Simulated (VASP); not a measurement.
# AgCl (Fm-3m) in VASP: a series of runs, part 2 of 2

VASP 6.6.1. Earlier steps stand in the parts before.

### 3 Single point, PBEsol (volume scaled by 0.96)

File INCAR:

```
SYSTEM = AgCl
ALGO = Normal
EDIFF = 1E-6
ENCUT = 520
GGA = PS
ISIF = 2
ISMEAR = -1
LASPH = .True.
LCHARG = .True.
LELF = .True.
LREAL = .False.
LVHAR = .True.
LWAVE = .False.
NBANDS = 16
NELM = 80
PREC = Accurate
SIGMA = 0.01
```

File KPOINTS:

```
k-points
0
Gamma
  9 9 9
  0 0 0
```

File POSCAR:

```
AgCl
1.0
    0.0000000000      2.7356704056      2.7356704056
    2.7356704056      0.0000000000      2.7356704056
    2.7356704056      2.7356704056      0.0000000000
Ag Cl
1 1
Direct
    0.5000000000      0.5000000000      0.5000000000
    0.0000000000      0.0000000000      0.0000000000
```

Potentials or basis: VASP PAW PBE potentials, release 64 (Ag, Cl).

The run is started by

```
$ cat potpaw_PBE.64/Ag/POTCAR potpaw_PBE.64/Cl/POTCAR > POTCAR
$ mpirun -np 1 vasp_std > vasp.out
```

OUTCAR:

```text
SYSTEM = AgCl
   EDIFF = 1E-6
   ENCUT = 520
   GGA = PS
   ISIF = 2
   ISMEAR = -1
   LASPH = .True.
   LREAL = .False.
   NELM = 80
   PREC = Accurate

 ion  position               nearest neighbor table
   1  0.500  0.500  0.500-   2 2.74   2 2.74   2 2.74   2 2.74   2 2.74   2 2.74
   2  0.000  0.000  0.000-   1 2.74   1 2.74   1 2.74   1 2.74   1 2.74   1 2.74

  LATTYP: Found a face centered cubic cell.
 ALAT       =     5.4713408112

  Lattice vectors:

 A1 = (   0.0000000000,   2.7356704056,   2.7356704056)
 A2 = (   2.7356704056,   0.0000000000,   2.7356704056)
 A3 = (   2.7356704056,   2.7356704056,   0.0000000000)

Analysis of symmetry for initial positions (statically):
=====================================================================
 Subroutine PRICEL returns:
 Original cell was already a primitive cell.

 Routine SETGRP: Setting up the symmetry group for a
 face centered cubic supercell.

 Subroutine GETGRP returns: Found 48 space group operations
 (whereof 48 operations were pure point group operations)
 out of a pool of 48 trial point group operations.

The static configuration has the point symmetry O_h .

Analysis of symmetry for dynamics (positions and initial velocities):
=====================================================================
 Subroutine PRICEL returns:
 Original cell was already a primitive cell.

 Routine SETGRP: Setting up the symmetry group for a
 face centered cubic supercell.

 Subroutine GETGRP returns: Found 48 space group operations
 (whereof 48 operations were pure point group operations)
 out of a pool of 48 trial point group operations.

The dynamic configuration has the point symmetry O_h .

 Subroutine INISYM returns: Found 48 space group operations
 (whereof 48 operations are pure point group operations),
 and found     1 'primitive' translations

----------------------------------------------------------------------------------------

                                     Primitive cell

  volume of cell :      40.9469

  direct lattice vectors                    reciprocal lattice vectors
     0.000000000  2.735670406  2.735670406    -0.182770556  0.182770556  0.182770556
     2.735670406  0.000000000  2.735670406     0.182770556 -0.182770556  0.182770556
     2.735670406  2.735670406  0.000000000     0.182770556  0.182770556 -0.182770556

  length of vectors
     3.868822190  3.868822190  3.868822190     0.316567888  0.316567888  0.316567888

  position of ions in fractional coordinates (direct lattice)
     0.500000000  0.500000000  0.500000000
     0.000000000  0.000000000  0.000000000

  ion indices of the primitive-cell ions
   primitive index   ion index
                 1           1
                 2           2

----------------------------------------------------------------------------------------

 KPOINTS: k-points

Automatic generation of k-mesh.
 Grid dimensions read from file:
 generate k-points for:    9    9    9

 Generating k-lattice:

  Cartesian coordinates                     Fractional coordinates (reciprocal lattice)
    -0.020307840  0.020307840  0.020307840     0.111111111  0.000000000  0.000000000
     0.020307840 -0.020307840  0.020307840     0.000000000  0.111111111  0.000000000
     0.020307840  0.020307840 -0.020307840     0.000000000  0.000000000  0.111111111

  Length of vectors
     0.035174210  0.035174210  0.035174210

  Shift w.r.t. Gamma in fractional coordinates (k-lattice)
     0.000000000  0.000000000  0.000000000

 Subroutine IBZKPT returns following result:
 ===========================================

 Found     35 irreducible k-points:

 Following reciprocal coordinates:
            Coordinates               Weight
  0.000000  0.000000  0.000000      1.000000
  0.111111  0.000000  0.000000      8.000000
  0.222222  0.000000  0.000000      8.000000
  0.333333  0.000000  0.000000      8.000000
  0.444444  0.000000  0.000000      8.000000
  0.111111  0.111111  0.000000      6.000000
[... 16 lines left out ...]
 -0.333333  0.333333  0.000000     12.000000
  0.444444  0.444444  0.000000      6.000000
 [... further k-points ...]
   k-points           NKPTS =     35   k-points in BZ     NKDIM =     35   number of bands    NBANDS=     16
   number of dos      NEDOS =    301   number of ions     NIONS =      2
   total plane-waves  NPLWV =  27000
   dimension x,y,z NGX =    30 NGY =   30 NGZ =   30
   dimension x,y,z NGXF=    60 NGYF=   60 NGZF=   60
   ions per type =               1   1
   NGX,Y,Z   is equivalent  to a cutoff of  12.89, 12.89, 12.89 a.u.
   NGXF,Y,Z  is equivalent  to a cutoff of  25.78, 25.78, 25.78 a.u.
 SYSTEM =  AgCl
   PREC   = accura    normal or accurate (medium, high low for compatibility)
   ISTART =      0    job   : 0-new  1-cont  2-samecut
   ICHARG =      2    charge: 1-file 2-atom 10-const
   ISPIN  =      1    spin polarized calculation?
   LNONCOLLINEAR =      F non collinear calculations
   LSORBIT =      F    spin-orbit coupling
   LASPH  =      T    aspherical Exc in radial PAW
   ENCUT  =  520.0 eV  38.22 Ry    6.18 a.u.   7.19  7.19  7.19*2*pi/ulx,y,z
   NELM   =     80;   NELMIN=  2; NELMDL= -5     # of ELM steps
   EDIFF  = 0.1E-05   stopping-criterion for ELM
   LREAL  =      F    real-space projection
   EDIFFG = 0.1E-04   stopping-criterion for IOM
   NSW    =      0    number of steps for IOM
   IBRION =     -1    ionic relax: 0-MD 1-quasi-New 2-CG
   NFREE  =      0    steps in history (QN), initial steepest desc. (CG)
   ISIF   =      2    stress and relaxation
   ISYM   =      2    0-nonsym 1-usesym 2-fastsym
   POTIM  = 0.5000    time-step for ionic-motion
   TEBEG  =    0.0;   TEEND  =   0.0 temperature during run
   PSTRESS=    0.0 pullay stress
   NELECT =      18.0000    total number of electrons
   NUPDOWN=      -1.0000    fix difference up-down
   EMIN   =  10.00;   EMAX   =-10.00  energy-range for DOS
   EFERMI =   0.00;   METHOD = LEGACY
   ISMEAR =    -1;   SIGMA  =   0.01  broadening in eV -4-tet -1-fermi 0-gaus
   EFERMI_NEDOS =   21; number of points for ismear=-14 and -15
   IALGO  =     38    algorithm
   IMIX   =      4    mixing-type and parameters
     AMIX     =   0.40;   BMIX     =  1.00
     AMIX_MAG =   1.60;   BMIX_MAG =  1.00
  volume/ion in A,a.u.               =      20.47       138.16
  Fermi-wavevector in a.u.,A,eV,Ry     =   1.244778  2.352289 21.081849  1.549472
  Thomas-Fermi vector in A             =   2.379030
   LORBIT       =      0    0 simple, 1 ext, 2 COOP (PROOUT), +10 PAW based schemes
   GGA     = PS    functional components
   LHFCALC =     F    Hartree Fock is set to
   AEXX    =    0.0000 exact exchange contribution
   IVDW    =     0    specifies the selected vdW correction
   LEPSILON=     F    determine dielectric tensor
   LRPA    =     F    only Hartree local field effects (RPA)
 non-spin polarized calculation
  energy-cutoff  :      520.00
  volume of cell :       40.95
 maximum number of plane-waves:      1118
 NGX is ok and might be reduce to    30
   NGX = 15   NGY = 15   NGZ = 15

 number of electron      18.0000002 magnetization

 Free energy of the ion-electron system (eV)
  ---------------------------------------------------
  ext. energy  EPLUGINS =         0.00000000
  ---------------------------------------------------
  free energy    TOTEN  =        -6.05982157 eV

  energy without entropy =       -6.05982157  energy(sigma->0) =       -6.05982157

 E-fermi :   4.4094     XC(G=0): -10.4304

 val. band max:        4.1920702866   @ k =   0.4444   0.0000   0.0000
 cond. band min:       4.9652526070   @ k =   0.0000   0.0000   0.0000
 fundamental gap:      0.7731823204
 Fermi energy:         4.4093575323

 k-point     1 :       0.0000    0.0000    0.0000
  band No.  band energies     occupation
      1     -11.1824      2.00000
      2       1.5927      2.00000
      3       1.5927      2.00000
      4       1.5927      2.00000
      5       1.6348      2.00000
      6       1.6348      2.00000
[... 8 lines left out ...]
     15      17.6449      0.00000
     16      17.6449      0.00000

 k-point     2 :       0.1111    0.0000    0.0000
  band No.  band energies     occupation
      1     -11.1277      2.00000
      2       0.9506      2.00000
      3       0.9844      2.00000
      4       0.9844      2.00000
      5       1.6424      2.00000
      6       1.6424      2.00000
[... 8 lines left out ...]
     15      16.3432      0.00000
     16      16.8376      0.00000
[... 387 lines left out ...]
      5       1.8823      2.00000
      6       2.0264      2.00000
[... 8 lines left out ...]
     15      17.2142      0.00000
     16      20.6204      0.00000

 k-point    24 :       0.4444    0.4444    0.0000
  band No.  band energies     occupation
      1     -10.6696      2.00000
      2      -0.5213      2.00000
      3       0.9215      2.00000
      4       0.9215      2.00000
      5       1.2264      2.00000
      6       1.8412      2.00000
[... 8 lines left out ...]
     15      19.6614      0.00000
     16      19.6618      0.00000

 [... further k-points ...]
[... 5 lines left out ...]
  --------------------------------------------------------------------------------------
  -------------------------------------------------------------------------------------
  Total       -0.2093841     -0.2093841     -0.2093841      0.0000000      0.0000000      0.0000000
  in kB       -8.1928128     -8.1928128     -8.1928128      0.0000000      0.0000000      0.0000000
  external PRESSURE =      -8.1928128 kB  Pullay stress =       0.0000000 kB

 VOLUME and BASIS-vectors are now :
 -----------------------------------------------------------------------------
  energy-cutoff  :      520.00
  volume of cell :       40.95
      direct lattice vectors                 reciprocal lattice vectors
     0.000000000  2.735670406  2.735670406    -0.182770556  0.182770556  0.182770556
     2.735670406  0.000000000  2.735670406     0.182770556 -0.182770556  0.182770556
     2.735670406  2.735670406  0.000000000     0.182770556  0.182770556 -0.182770556

 POSITION                                       TOTAL-FORCE (eV/Angst)
 -----------------------------------------------------------------------------------
      2.73567      2.73567      2.73567        -0.000000     -0.000000     -0.000000
      0.00000      0.00000      0.00000         0.000000      0.000000      0.000000
 -----------------------------------------------------------------------------------
    total drift:                                0.000000      0.000000      0.000000

  FREE ENERGIE OF THE ION-ELECTRON SYSTEM (eV)
  ---------------------------------------------------
  free  energy   TOTEN  =        -6.0598215710 eV

  energy  without entropy=       -6.0598215710  energy(sigma->0) =       -6.05982157
```

OSZICAR:

```text
N       E                     dE             d eps       ncg     rms          rms(c)
DAV:   1     0.901125994939E+02    0.90113E+02   -0.87146E+03  1120   0.103E+03
DAV:   2    -0.323979730970E+01   -0.93352E+02   -0.85659E+02  1400   0.217E+02
DAV:   3    -0.620606103178E+01   -0.29663E+01   -0.29584E+01  1432   0.390E+01
DAV:   4    -0.622000169045E+01   -0.13941E-01   -0.13940E-01  1368   0.310E+00
DAV:   5    -0.622014613013E+01   -0.14444E-03   -0.14444E-03  1440   0.315E-01    0.721E+00
DAV:   6    -0.606412453285E+01    0.15602E+00   -0.28000E-01  1456   0.709E+00    0.466E+00
DAV:   7    -0.606119031077E+01    0.29342E-02   -0.66207E-02  1304   0.170E+00    0.206E+00
DAV:   8    -0.605982276865E+01    0.13675E-02   -0.36672E-03  1352   0.625E-01    0.294E-01
DAV:   9    -0.605979514283E+01    0.27626E-04   -0.37266E-04  1424   0.250E-01    0.443E-02
DAV:  10    -0.605981869668E+01   -0.23554E-04   -0.34338E-05  1392   0.545E-02    0.123E-02
DAV:  11    -0.605982154963E+01   -0.28529E-05   -0.22682E-06  1424   0.120E-02    0.236E-03
DAV:  12    -0.605982157099E+01   -0.21362E-07   -0.20315E-07   744   0.324E-03
   1 F= -.60598216E+01 E0= -.60598216E+01  d E =-.455614E-11
```

stdout:

```text
POSCAR found type information on POSCAR AgCl
 POSCAR found :  2 types and       2 ions
 scaLAPACK will be used
 -----------------------------------------------------------------------------
|                                                                             |
|                                                                             |
|     You enforced a specific xc type in the INCAR file but a different       |
|     I HOPE YOU KNOW WHAT YOU ARE DOING!                                     |
|                                                                             |
 -----------------------------------------------------------------------------

 LDA part: xc-table for (Slater+PW92), standard interpolation
 POSCAR, INCAR and KPOINTS ok, starting setup
 FFT: planning ... GRIDC
 FFT: planning ... GRID_SOFT
 FFT: planning ... GRID
 WAVECAR not read
 entering main loop
```

It took 21 s on 1 thread of Intel Xeon Platinum 8259CL at 2.50GHz (Skylake/Cascade Lake), shared host; peak memory 0.18 GiB.

What came out:

- Free energy: -6.0598 eV
- Pressure: -0.8 GPa
- Band gap on the k mesh: 0.77 eV, indirect (least direct gap 3.14 eV)

Caveat: the PAW data sets were made with another functional, which shifts forces and pressure a little. A k mesh can miss the band edges.

### 4 Single point, PBEsol (volume scaled by 0.98)

File INCAR:

```
SYSTEM = AgCl
PREC = Accurate
ENCUT = 520
EDIFF = 1E-7
ISMEAR = -1
SIGMA = 0.01
LREAL = .False.
LASPH = .True.
NELM = 60
ALGO = Normal
ISIF = 2
LWAVE = .False.
LCHARG = .True.
GGA = PS
LELF = .True.
LVHAR = .True.
NBANDS = 16
```

File KPOINTS:

```
Automatic mesh
0
Gamma
  9 9 9
  0 0 0
```

File POSCAR:

```
AgCl
1.0
    0.0000000000      2.7545376942      2.7545376942
    2.7545376942      0.0000000000      2.7545376942
    2.7545376942      2.7545376942      0.0000000000
Ag Cl
1 1
Direct
    0.5000000000      0.5000000000      0.5000000000
    0.0000000000      0.0000000000      0.0000000000
```

The run is started by

```
$ cat potpaw_PBE.64/Ag/POTCAR potpaw_PBE.64/Cl/POTCAR > POTCAR
$ mpirun -np 1 vasp_std > vasp.out
```

It took 20 s on 1 thread of Intel Xeon Platinum 8259CL at 2.50GHz (Skylake/Cascade Lake), shared host; peak memory 0.18 GiB.

The run converged. Its results:

```
Free energy            : -6.0531 eV
Pressure               : -1.8 GPa
Band gap on the k mesh : 0.77 eV, indirect (least direct gap 3.06 eV)
```

Levels at points of the mesh, in eV from the valence-band top:
```csv
k point,band 7,band 8,band 9,band 10,band 11,band 12
"(0.00, 0.00, 0.00)",-2.37,-2.37,-2.37,0.77,10.79,10.79
```

Caveat: the PAW data sets were made with another functional, which shifts forces and pressure a little. A k mesh can miss the band edges.

### 5 Single point, PBEsol (volume scaled by 0.99)

File INCAR:

```
ALGO = Normal ; EDIFF = 1E-7
ENCUT = 520 ; GGA = PS
ISIF = 2 ; ISMEAR = -1
LASPH = T ; LCHARG = F
LREAL = F ; LWAVE = F
NBANDS = 16 ; NELM = 100
PREC = Accurate ; SIGMA = 0.01
```

File KPOINTS:

```
k-points
0
Gamma
  9 9 9
```

File POSCAR:

```
AgCl
1.0
    0.0000000000      2.7638751816      2.7638751816
    2.7638751816      0.0000000000      2.7638751816
    2.7638751816      2.7638751816      0.0000000000
Ag Cl
1 1
Direct
    0.5000000000      0.5000000000      0.5000000000
    0.0000000000      0.0000000000      0.0000000000
```

The run is started by

```
$ cat potpaw_PBE.64/Ag/POTCAR potpaw_PBE.64/Cl/POTCAR > POTCAR
$ mpirun -np 1 vasp_std > vasp.out
```

It took 19 s on 1 thread of Intel Xeon Platinum 8259CL at 2.50GHz (Skylake/Cascade Lake), shared host; peak memory 0.18 GiB.

Results (log left out):

```
Free energy            : -6.0478 eV
Pressure               : -2.3 GPa
Band gap on the k mesh : 0.77 eV, indirect (least direct gap 3.03 eV)
```

Levels at points of the mesh, in eV from the valence-band top:
| k point | band 6 | band 7 | band 8 | band 9 | band 10 | band 11 | band 12 | band 13 |
| --- | --- | --- | --- | --- | --- | --- | --- | --- |
| (0.00, 0.00, 0.00) | -2.43 | -2.33 | -2.33 | -2.33 | 0.77 | 10.79 | 10.79 | 10.79 |

Caveat: the PAW data sets were made with another functional, which shifts forces and pressure a little. A k mesh can miss the band edges.

### 6 Single point, PBEsol (volume scaled by 1.01)

File INCAR:

```
  ALGO = Normal
  EDIFF = 1E-6
  ENCUT = 520
  GGA = PS
  ISIF = 2
  ISMEAR = -1
  LASPH = T
  LCHARG = T
  LELF = T
  LREAL = F
  LVHAR = T
  LWAVE = F
  NBANDS = 16
  NELM = 60
  PREC = Accurate
  SIGMA = 0.01
```

KPOINTS is that of step 5.

File POSCAR:

```
AgCl
1.0
    0.0000000000      2.7823631906      2.7823631906
    2.7823631906      0.0000000000      2.7823631906
    2.7823631906      2.7823631906      0.0000000000
Ag Cl
1 1
Direct
    0.5000000000      0.5000000000      0.5000000000
    0.0000000000      0.0000000000      0.0000000000
```

Potentials or basis: VASP PAW PBE potentials, release 64 (Ag, Cl).

The run is started by

```
$ cat potpaw_PBE.64/Ag/POTCAR potpaw_PBE.64/Cl/POTCAR > POTCAR
$ mpirun -np 1 vasp_std > vasp.out
```

It took 21 s on 1 thread of Intel Xeon Platinum 8259CL at 2.50GHz (Skylake/Cascade Lake), shared host; peak memory 0.18 GiB.

The run converged. Its results:

```
Free energy            : -6.0337 eV
Pressure               : -3.1 GPa
Band gap on the k mesh : 0.78 eV, indirect (least direct gap 2.97 eV)
```

Levels at points of the mesh, in eV from the valence-band top:
```csv
k point,band 5,band 6,band 7,band 8,band 9,band 10,band 11,band 12,band 13,band 14
"(0.00, 0.00, 0.00)",-2.35,-2.35,-2.25,-2.25,-2.25,0.78,10.79,10.79,10.79,12.14
```

Caveat: the PAW data sets were made with another functional, which shifts forces and pressure a little.

### 7 The runs side by side

| cell | gap on the mesh (eV) | pressure (GPa) |
| --- | --- | --- |
| a = 3.842 Å, angles 60.0°, 2 atoms | 0.77 | 0.4 |
| a = 3.869 Å, angles 60.0°, 2 atoms | 0.77 | -0.8 |
| a = 3.896 Å, angles 60.0°, 2 atoms | 0.77 | -1.8 |
| a = 3.909 Å, angles 60.0°, 2 atoms | 0.77 | -2.3 |
| a = 3.935 Å, angles 60.0°, 2 atoms | 0.78 | -3.1 |

Alike in all rows: task single point; level PBEsol; potentials or basis VASP PAW PBE potentials, release 64 (Ag, Cl); no spin polarisation; k mesh 9 × 9 × 9; cutoff (eV) 520; smearing fermi-dirac 0.01 eV.

Caveats: the PAW data sets were made with another functional, which shifts forces and pressure a little.

Total energies depend on the potentials used, so only differences within one code and one set of settings carry meaning.
